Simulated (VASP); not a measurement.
# InSb (F-43m) in VASP: settings compared, part 2 of 2

VASP 6.6.1. The steps go on from the part before.

### Step 5. Single point, PBE+D4 (34.29 Å³/atom)

This run uses another cell than the first one, of 34.29 Å³/atom.

The input, INCAR:

```
SYSTEM = InSb
PREC = Accurate ; ENCUT = 500
EDIFF = 1E-6 ; ISMEAR = 0
SIGMA = 0.05 ; LREAL = .FALSE.
LASPH = .TRUE. ; NELM = 120
ALGO = Normal ; ISIF = 2
LWAVE = .FALSE. ; LCHARG = .TRUE.
GGA = PE ; IVDW = 13
LELF = .TRUE. ; LVHAR = .TRUE.
NBANDS = 16 ; GGA_COMPAT = .FALSE.
```

The input, KPOINTS:

```
regular mesh
0
G
  6 6 6
  0 0 0
```

The input, POSCAR:

```
InSb
1.0
    0.0000000000      3.2487385291      3.2487385291
    3.2487385291      0.0000000000      3.2487385291
    3.2487385291      3.2487385291      0.0000000000
In Sb
1 1
Direct
    0.0000000000      0.0000000000      0.0000000000
    0.7500000000      0.7500000000      0.7500000000
```

Potentials or basis: VASP PAW PBE potentials, release 64 (In_d, Sb).

Launch:

```sh
$ cat potpaw_PBE.64/In_d/POTCAR potpaw_PBE.64/Sb/POTCAR > POTCAR
$ mpirun -np 1 vasp_std > vasp.out
```

OUTCAR:

```text
SYSTEM = InSb
   PREC = Accurate
   ENCUT = 500
   EDIFF = 1E-6
   ISMEAR = 0
   LREAL = .FALSE.
   LASPH = .TRUE.
   NELM = 120
   ISIF = 2
   GGA = PE
   IVDW = 13

 ion  position               nearest neighbor table
   1  0.000  0.000  0.000-   2 2.81   2 2.81   2 2.81   2 2.81
   2  0.750  0.750  0.750-   1 2.81   1 2.81   1 2.81   1 2.81

  LATTYP: Found a face centered cubic cell.
 ALAT       =     6.4974770582

  Lattice vectors:

 A1 = (   0.0000000000,   3.2487385291,   3.2487385291)
 A2 = (   3.2487385291,   0.0000000000,   3.2487385291)
 A3 = (   3.2487385291,   3.2487385291,   0.0000000000)

Analysis of symmetry for initial positions (statically):
=====================================================================
 Subroutine PRICEL returns:
 Original cell was already a primitive cell.

 Routine SETGRP: Setting up the symmetry group for a
 face centered cubic supercell.

 Subroutine GETGRP returns: Found 24 space group operations
 (whereof 24 operations were pure point group operations)
 out of a pool of 48 trial point group operations.

The static configuration has the point symmetry T_d .

Analysis of symmetry for dynamics (positions and initial velocities):
=====================================================================
 Subroutine PRICEL returns:
 Original cell was already a primitive cell.

 Routine SETGRP: Setting up the symmetry group for a
 face centered cubic supercell.

 Subroutine GETGRP returns: Found 24 space group operations
 (whereof 24 operations were pure point group operations)
 out of a pool of 48 trial point group operations.

The dynamic configuration has the point symmetry T_d .

 Subroutine INISYM returns: Found 24 space group operations
 (whereof 24 operations are pure point group operations),
 and found     1 'primitive' translations

----------------------------------------------------------------------------------------

                                     Primitive cell

  volume of cell :      68.5763

  direct lattice vectors                    reciprocal lattice vectors
     0.000000000  3.248738529  3.248738529    -0.153905892  0.153905892  0.153905892
     3.248738529  0.000000000  3.248738529     0.153905892 -0.153905892  0.153905892
     3.248738529  3.248738529  0.000000000     0.153905892  0.153905892 -0.153905892

  length of vectors
     4.594410088  4.594410088  4.594410088     0.266572824  0.266572824  0.266572824

  position of ions in fractional coordinates (direct lattice)
     0.000000000  0.000000000  0.000000000
     0.750000000  0.750000000  0.750000000

  ion indices of the primitive-cell ions
   primitive index   ion index
                 1           1
                 2           2

----------------------------------------------------------------------------------------

 KPOINTS: regular mesh

Automatic generation of k-mesh.
 Grid dimensions read from file:
 generate k-points for:    6    6    6

 Generating k-lattice:

  Cartesian coordinates                     Fractional coordinates (reciprocal lattice)
    -0.025650982  0.025650982  0.025650982     0.166666667  0.000000000  0.000000000
     0.025650982 -0.025650982  0.025650982     0.000000000  0.166666667  0.000000000
     0.025650982  0.025650982 -0.025650982     0.000000000  0.000000000  0.166666667

  Length of vectors
     0.044428804  0.044428804  0.044428804

  Shift w.r.t. Gamma in fractional coordinates (k-lattice)
     0.000000000  0.000000000  0.000000000

 Subroutine IBZKPT returns following result:
 ===========================================

 Found     16 irreducible k-points:

 Following reciprocal coordinates:
            Coordinates               Weight
  0.000000  0.000000  0.000000      1.000000
  0.166667  0.000000  0.000000      8.000000
  0.333333  0.000000  0.000000      8.000000
  0.500000  0.000000  0.000000      4.000000
  0.166667  0.166667  0.000000      6.000000
  0.333333  0.166667  0.000000     24.000000
[... 8 lines left out ...]
 -0.333333  0.333333  0.166667     24.000000
 -0.333333  0.500000  0.166667     12.000000
   k-points           NKPTS =     16   k-points in BZ     NKDIM =     16   number of bands    NBANDS=     16
   number of dos      NEDOS =    301   number of ions     NIONS =      2
   total plane-waves  NPLWV =  46656
   dimension x,y,z NGX =    36 NGY =   36 NGZ =   36
   dimension x,y,z NGXF=    72 NGYF=   72 NGZF=   72
   ions per type =               1   1
   NGX,Y,Z   is equivalent  to a cutoff of  13.03, 13.03, 13.03 a.u.
   NGXF,Y,Z  is equivalent  to a cutoff of  26.05, 26.05, 26.05 a.u.
 SYSTEM =  InSb
   PREC   = accura    normal or accurate (medium, high low for compatibility)
   ISTART =      0    job   : 0-new  1-cont  2-samecut
   ICHARG =      2    charge: 1-file 2-atom 10-const
   ISPIN  =      1    spin polarized calculation?
   LNONCOLLINEAR =      F non collinear calculations
   LSORBIT =      F    spin-orbit coupling
   LASPH  =      T    aspherical Exc in radial PAW
   ENCUT  =  500.0 eV  36.75 Ry    6.06 a.u.   8.38  8.38  8.38*2*pi/ulx,y,z
   NELM   =    120;   NELMIN=  2; NELMDL= -5     # of ELM steps
   EDIFF  = 0.1E-05   stopping-criterion for ELM
   LREAL  =      F    real-space projection
   EDIFFG = 0.1E-04   stopping-criterion for IOM
   NSW    =      0    number of steps for IOM
   IBRION =     -1    ionic relax: 0-MD 1-quasi-New 2-CG
   NFREE  =      0    steps in history (QN), initial steepest desc. (CG)
   ISIF   =      2    stress and relaxation
   ISYM   =      2    0-nonsym 1-usesym 2-fastsym
   POTIM  = 0.5000    time-step for ionic-motion
   TEBEG  =    0.0;   TEEND  =   0.0 temperature during run
   PSTRESS=    0.0 pullay stress
   NELECT =      18.0000    total number of electrons
   NUPDOWN=      -1.0000    fix difference up-down
   EMIN   =  10.00;   EMAX   =-10.00  energy-range for DOS
   EFERMI =   0.00;   METHOD = LEGACY
   ISMEAR =     0;   SIGMA  =   0.05  broadening in eV -4-tet -1-fermi 0-gaus
   EFERMI_NEDOS =   21; number of points for ismear=-14 and -15
   IALGO  =     38    algorithm
   IMIX   =      4    mixing-type and parameters
     AMIX     =   0.40;   BMIX     =  1.00
     AMIX_MAG =   1.60;   BMIX_MAG =  1.00
  volume/ion in A,a.u.               =      34.29       231.39
  Fermi-wavevector in a.u.,A,eV,Ry     =   1.048192  1.980796 14.948814  1.098707
  Thomas-Fermi vector in A             =   2.183104
   LORBIT       =      0    0 simple, 1 ext, 2 COOP (PROOUT), +10 PAW based schemes
   GGA     = PE    functional components
   LHFCALC =     F    Hartree Fock is set to
   AEXX    =    0.0000 exact exchange contribution
   IVDW    =    13    specifies the selected vdW correction
   LEPSILON=     F    determine dielectric tensor
   LRPA    =     F    only Hartree local field effects (RPA)
 non-spin polarized calculation
 Gauss-broadening in eV      SIGMA  =   0.05
  energy-cutoff  :      500.00
  volume of cell :       68.58
 maximum number of plane-waves:      1807
 NGX is ok and might be reduce to    36
   NGX = 17   NGY = 17   NGZ = 17

 number of electron      17.9999993 magnetization

 Free energy of the ion-electron system (eV)
  ---------------------------------------------------
  ext. energy  EPLUGINS =         0.00000000
  ---------------------------------------------------
  free energy    TOTEN  =        -6.89542272 eV

  energy without entropy =       -6.89506563  energy(sigma->0) =       -6.89524418

 E-fermi :   5.0380     XC(G=0):  -8.6447

 val. band max:        5.0227609905   @ k =   0.0000   0.0000   0.0000
 cond. band min:       5.5433663346   @ k =   0.5000   0.0000   0.0000
 fundamental gap:      0.5206053441
 Fermi energy:         5.0379894115

 k-point     1 :       0.0000    0.0000    0.0000
  band No.  band energies     occupation
      1      -9.5713      2.00000
      2      -9.5713      2.00000
      3      -9.5713      2.00000
      4      -9.4888      2.00000
      5      -9.4888      2.00000
      6      -5.6408      2.00000
[... 8 lines left out ...]
     15      13.2818      0.00000
     16      13.2818      0.00000
[... 267 lines left out ...]
 k-point    16 :      -0.3333    0.5000    0.1667
  band No.  band energies     occupation
      1      -9.6395      2.00000
      2      -9.5393      2.00000
      3      -9.5306      2.00000
      4      -9.5008      2.00000
      5      -9.4842      2.00000
      6      -3.6673      2.00000
[... 8 lines left out ...]
     15      14.7636      0.00000
     16      15.4878      0.00000

------------------------ aborting loop because EDIFF is reached ----------------------------------------

  DFT-D4 for vdW energy calculation

  Edisp (eV):   -0.71225

  FORCE on cell =-STRESS in cart. coord.  units (eV):
  Direction    XX          YY          ZZ          XY          YZ          ZX
  --------------------------------------------------------------------------------------
  -------------------------------------------------------------------------------------
  Total       0.38377     0.38377     0.38377    -0.00000     0.00000     0.00000
  in kB       8.96622     8.96622     8.96622    -0.00000     0.00000     0.00000
  external pressure =        8.97 kB  Pullay stress =        0.00 kB

 VOLUME and BASIS-vectors are now :
 -----------------------------------------------------------------------------
  energy-cutoff  :      500.00
  volume of cell :       68.58
      direct lattice vectors                 reciprocal lattice vectors
     0.000000000  3.248738529  3.248738529    -0.153905892  0.153905892  0.153905892
     3.248738529  0.000000000  3.248738529     0.153905892 -0.153905892  0.153905892
     3.248738529  3.248738529  0.000000000     0.153905892  0.153905892 -0.153905892

 POSITION                                       TOTAL-FORCE (eV/Angst)
 -----------------------------------------------------------------------------------
      0.00000      0.00000      0.00000        -0.000000     -0.000000     -0.000000
      4.87311      4.87311      4.87311         0.000000      0.000000      0.000000
 -----------------------------------------------------------------------------------
    total drift:                               -0.000000     -0.000000     -0.000000

  FREE ENERGIE OF THE ION-ELECTRON SYSTEM (eV)
  ---------------------------------------------------
  free  energy   TOTEN  =        -7.6076736049 eV

  energy  without entropy=       -7.6073165162  energy(sigma->0) =       -7.60749506
```

OSZICAR:

```text
N       E                     dE             d eps       ncg     rms          rms(c)
DAV:   1     0.113392073076E+03    0.11339E+03   -0.76795E+03   520   0.106E+03
DAV:   2     0.312866089404E+00   -0.11308E+03   -0.10972E+03   608   0.279E+02
DAV:   3    -0.677915810073E+01   -0.70920E+01   -0.70765E+01   632   0.720E+01
DAV:   4    -0.699713062102E+01   -0.21797E+00   -0.21793E+00   728   0.148E+01
DAV:   5    -0.700633762165E+01   -0.92070E-02   -0.92069E-02   712   0.223E+00    0.414E+00
DAV:   6    -0.690731174060E+01    0.99026E-01   -0.15471E-01   736   0.595E+00    0.239E+00
DAV:   7    -0.689355125987E+01    0.13760E-01   -0.70747E-02   720   0.245E+00    0.626E-01
DAV:   8    -0.689466185819E+01   -0.11106E-02   -0.79452E-03   656   0.103E+00    0.253E-01
DAV:   9    -0.689532594306E+01   -0.66408E-03   -0.96302E-04   616   0.272E-01    0.785E-02
DAV:  10    -0.689537772017E+01   -0.51777E-04   -0.54067E-05   728   0.477E-02    0.396E-02
DAV:  11    -0.689542078987E+01   -0.43070E-04   -0.77594E-05   600   0.555E-02    0.250E-02
DAV:  12    -0.689542221416E+01   -0.14243E-05   -0.14207E-06   584   0.774E-03    0.671E-03
DAV:  13    -0.689542271945E+01   -0.50529E-06   -0.15229E-06   600   0.730E-03
   1 F= -.76076736E+01 E0= -.76074951E+01  d E =-.357089E-03
```

stdout:

```text
POSCAR found type information on POSCAR InSb
 POSCAR found :  2 types and       2 ions
 scaLAPACK will be used
 LDA part: xc-table for (Slater+PW92), standard interpolation
 POSCAR, INCAR and KPOINTS ok, starting setup
 FFT: planning ... GRIDC
 FFT: planning ... GRID_SOFT
 FFT: planning ... GRID
 WAVECAR not read
 entering main loop
```

Wall time 36 s (1 thread of Intel Xeon 8259CL, shared host); peak memory 0.21 GiB.

Results:

* Free energy: -7.6077 eV
* Pressure: 0.9 GPa
* Band gap on the k mesh: zero (filled and empty bands touch)
* Dispersion energy per atom: -0.356 eV

Caveat: semilocal functionals underestimate gaps, so a narrow gap can read as zero; spin-orbit coupling is left out, which moves the levels of the heavy elements.

### Step 6. Single point, r2SCAN+D3(BJ) (33.35 Å³/atom)

This run uses another cell than the first one, of 33.35 Å³/atom.

The input, POSCAR:

```
InSb
1.0
    0.0000000000      3.2189200986      3.2189200986
    3.2189200986      0.0000000000      3.2189200986
    3.2189200986      3.2189200986      0.0000000000
In Sb
1 1
Direct
    0.0000000000      0.0000000000      0.0000000000
    0.7500000000      0.7500000000      0.7500000000
```

The input, INCAR.step1:

```
PREC = Accurate
ENCUT = 550
ISMEAR = 0
SIGMA = 0.05
LREAL = F
LASPH = T
NELM = 120
NBANDS = 16
GGA = PE
ALGO = Normal
EDIFF = 1E-5
LWAVE = T
LCHARG = F
GGA_COMPAT = F
```

The input, INCAR.step2:

```
PREC = Accurate
ENCUT = 550
EDIFF = 1E-6
ISMEAR = 0
SIGMA = 0.05
LREAL = F
LASPH = T
NELM = 120
ALGO = Normal
ISIF = 2
LWAVE = F
LCHARG = T
METAGGA = R2SCAN
LMIXTAU = T
IVDW = 12
VDW_S6 = 1.0
VDW_S8 = 0.78981345
VDW_A1 = 0.49484001
VDW_A2 = 5.73083694
LELF = T
LVHAR = T
NBANDS = 16
ISTART = 1
GGA_COMPAT = F
```

The input, KPOINTS:

```
regular mesh
0
Gamma
  6 6 6
```

Potentials or basis: VASP PAW PBE potentials, release 64 (In_d, Sb).

Launch:

```sh
$ cat potpaw_PBE.64/In_d/POTCAR potpaw_PBE.64/Sb/POTCAR > POTCAR
$ cp INCAR.step1 INCAR
$ mpirun -np 1 vasp_std > vasp.out
$ cp INCAR.step2 INCAR
$ mpirun -np 1 vasp_std > vasp.out
```

Wall time 2.5 min (1 thread of Intel Xeon 8259CL, shared host); peak memory 0.23 GiB.

The run converged. Its results:

```yaml
Free_energy: -49.0419 eV
Pressure: 1.9 GPa
Band_gap_on_the_k_mesh: 0.36 eV
Dispersion_energy_per_atom: -0.162 eV
```

Levels at points of the mesh, in eV from the valence-band top:
```
           k point  band 5  band 6  band 7  band 8  band 9  band 10  band 11  band 12  band 13  band 14
(0.00, 0.00, 0.00)  -15.04  -11.25    0.00    0.00    0.00     0.36     3.21     3.21     3.21     6.22
(0.50, 0.00, 0.00)  -15.04   -9.75   -5.87   -1.08   -1.08     0.87     4.10     4.10     6.46     8.98
(0.50, 0.50, 0.00)  -15.03   -9.07   -6.16   -2.43   -2.43     1.53     1.54     8.86     8.86     9.59
```

Caveat: three body term missing; the PAW data sets were made with another functional, which shifts forces and pressure a little; spin-orbit coupling is left out, which moves the levels of the heavy elements.

### Step 7. Summary

```tsv
level	potentials or basis	cell	cutoff (eV)	gap on the mesh (eV)	pressure (GPa)
LDA	VASP PAW LDA potentials, release 64 (In_d, Sb)	a = 4.575 Å, angles 60.0°, 2 atoms	500	none	-0.3
revPBE	VASP PAW PBE potentials, release 64 (In_d, Sb)	a = 4.624 Å, angles 60.0°, 2 atoms	500	none	2.9
PBEsol	VASP PAW PBE potentials, release 64 (In_d, Sb)	a = 4.590 Å, angles 60.0°, 2 atoms	500	none	0.7
PBE+D4	VASP PAW PBE potentials, release 64 (In_d, Sb)	a = 4.594 Å, angles 60.0°, 2 atoms	500	none	0.9
r2SCAN+D3(BJ)	VASP PAW PBE potentials, release 64 (In_d, Sb)	a = 4.552 Å, angles 60.0°, 2 atoms	550	0.36	1.9
```

Alike in all rows: task single point; no spin polarisation; k mesh 6 × 6 × 6; smearing gaussian 0.05 eV.

Caveats: spin-orbit coupling is left out, which moves the levels of the heavy elements; semilocal functionals underestimate gaps, so a narrow gap can read as zero (at least some runs); the PAW data sets were made with another functional, which shifts forces and pressure a little (at least some runs); three body term missing (at least some runs).

Absolute energies hang on the potentials; compare differences alone.

### Step 8. Comparison with measurements

Step 2. A measured gap of InSb is 0.24 eV (quoted in “Electronic Structure and Epitaxy of CdTe Shells on InSb Nanowires”, 2021, arxiv:2111.05126); the calculated 0.00 eV misses it by -0.24 eV. Spin-orbit coupling on In, Sb is left out. The value is that of LDA on a finite k mesh, which can miss the band edges, without temperature or zero-point motion. Semilocal functionals fall short of measured gaps as a rule.

Step 4. A measured gap of InSb is 0.24 eV (quoted in “Electronic Structure and Epitaxy of CdTe Shells on InSb Nanowires”, 2021, arxiv:2111.05126); the calculated 0.00 eV misses it by -0.24 eV. Spin-orbit coupling on In, Sb is left out. The value is that of PBEsol on a finite k mesh, which can miss the band edges, without temperature or zero-point motion. Semilocal functionals fall short of measured gaps as a rule.

Step 5. A measured gap of InSb is 0.24 eV (quoted in “Electronic Structure and Epitaxy of CdTe Shells on InSb Nanowires”, 2021, arxiv:2111.05126); the calculated 0.00 eV misses it by -0.24 eV. Spin-orbit coupling on In, Sb is left out. The value is that of PBE+D4 on a finite k mesh, which can miss the band edges, without temperature or zero-point motion. Semilocal functionals fall short of measured gaps as a rule.
